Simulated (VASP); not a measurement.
Set up this calculation in VASP 6.6.1, as the native input.

* Task: single point
* Functional: PBE
* Potentials or basis: VASP PAW PBE potentials, release 64 (Rb_sv, Cl)
* Cutoff: 500 eV
* k mesh: 6 × 6 × 6
* Occupations: gaussian, width 0.02 eV
* Spin: no spin polarisation
* Dipole correction: no
* Further INCAR settings: ALGO = Normal; EDIFF = 1e-06; NBANDS = 15

The structure of RbCl lies in POSCAR:

```
RbCl
1.0
    0.0000000000      3.3491261079      3.3491261079
    3.3491261079      0.0000000000      3.3491261079
    3.3491261079      3.3491261079      0.0000000000
Rb Cl
1 1
Direct
    0.0000000000      0.0000000000      0.0000000000
    0.5000000000      0.5000000000      0.5000000000
```

These files were run (other wordings do the same):

INCAR

```
SYSTEM = RbCl
PREC     = Accurate       ! precision mode
ENCUT    = 500            ! plane-wave cutoff, eV
EDIFF    = 1E-6           ! SCF threshold, eV
ISMEAR   = 0              ! smearing method
SIGMA    = 0.02           ! smearing width, eV
LREAL    = .FALSE.        ! projectors in reciprocal space
LASPH    = .TRUE.         ! aspherical terms in the spheres
NELM     = 120            ! most SCF steps
ALGO     = Normal         ! electronic algorithm
ISIF     = 2              ! what is computed and relaxed
LWAVE    = .FALSE.        ! write WAVECAR
LCHARG   = .FALSE.        ! write CHGCAR
GGA      = PE             ! functional
NBANDS   = 15             ! bands
GGA_COMPAT= .FALSE.
```

KPOINTS

```
regular mesh
0
G
  6 6 6
  0 0 0
```

Potentials or basis: VASP PAW PBE potentials, release 64 (Rb_sv, Cl).

Launch:

```bash
$ cat potpaw_PBE.64/Rb_sv/POTCAR potpaw_PBE.64/Cl/POTCAR > POTCAR
$ mpirun -np 1 vasp_std > vasp.out
```

It gave:

```json
{"Pressure": "0.0 GPa", "Band gap on the k mesh": "4.83 eV, direct"}
```

It used 30 s of CPU time on 1 thread of AMD EPYC 7R13 Processor (Zen 3) (shared host).
